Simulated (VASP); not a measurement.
Input of a VASP 6.6.1 run:

INCAR

```
SYSTEM = BP
ALGO = Normal ; EDIFF = 1E-7
ENCUT = 520 ; GGA = PS
ISIF = 2 ; ISMEAR = -1
LASPH = .TRUE. ; LCHARG = .FALSE.
LREAL = .FALSE. ; LWAVE = .FALSE.
NBANDS = 11 ; NELM = 60
PREC = Accurate ; SIGMA = 0.05
```

Contents of KPOINTS:

```
k-points
0
G
  15 15 15
  0 0 0
```

File POSCAR:

```
BP
1.0
    0.0000000000      2.2690000000      2.2690000000
    2.2690000000      0.0000000000      2.2690000000
    2.2690000000      2.2690000000      0.0000000000
B P
1 1
Direct
    0.0000000000      0.0000000000      0.0000000000
    0.7500000000      0.7500000000      0.7500000000
```

Potentials or basis: VASP PAW PBE potentials, release 64 (B, P).

Command:

```sh
$ cat potpaw_PBE.64/B/POTCAR potpaw_PBE.64/P/POTCAR > POTCAR
$ mpirun -np 1 vasp_std > vasp.out
```

Predict the band gap on the k mesh.

1.13 eV, indirect (least direct gap 3.36 eV).

What does it give for the pressure?

-1.9 GPa.

Caveat: the PAW data sets were made with another functional, which shifts forces and pressure a little. A k mesh can miss the band edges.
